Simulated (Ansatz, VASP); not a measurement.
**ZnSe: VASP beside Ansatz**

```
Zn Se
1.0
     0.00000    2.99505    2.87709
     2.87709    0.00000    2.87709
     2.87709    2.99505    0.00000
Zn Se
1 1
Direct
  0.00000 0.00000 0.00000
  0.75000 0.75000 0.75000
```

Alike in both runs: task single point; functional PBE; k mesh 10 × 10 × 10; occupations gaussian, width 0.05 eV; no spin polarisation.

|  | VASP | Ansatz |
| --- | --- | --- |
| version | VASP 6.6.1 | Ansatz 0.2.0 |
| potentials or method | VASP PAW PBE potentials, release 64 (Zn, Se), cutoff 520 eV | scalar-relativistic, plane waves, PAW |
| valence electrons in the cell | 18 | 28 |

```tsv
	VASP	Ansatz	Ansatz less VASP
gap on the k mesh at the Fermi level (eV)	0.90	0.90	-0.001
least direct gap on the mesh (eV)	0.90	0.90	-0.001
pressure (GPa)	-2.4	-2.6	-0.18
traceless stress, the component that is largest in VASP (GPa)	-1.00	-1.01	-0.005
```

VASP's potentials hold 18 valence electrons a cell and Ansatz's 28, so a difference there can come from the potentials and not from the codes.
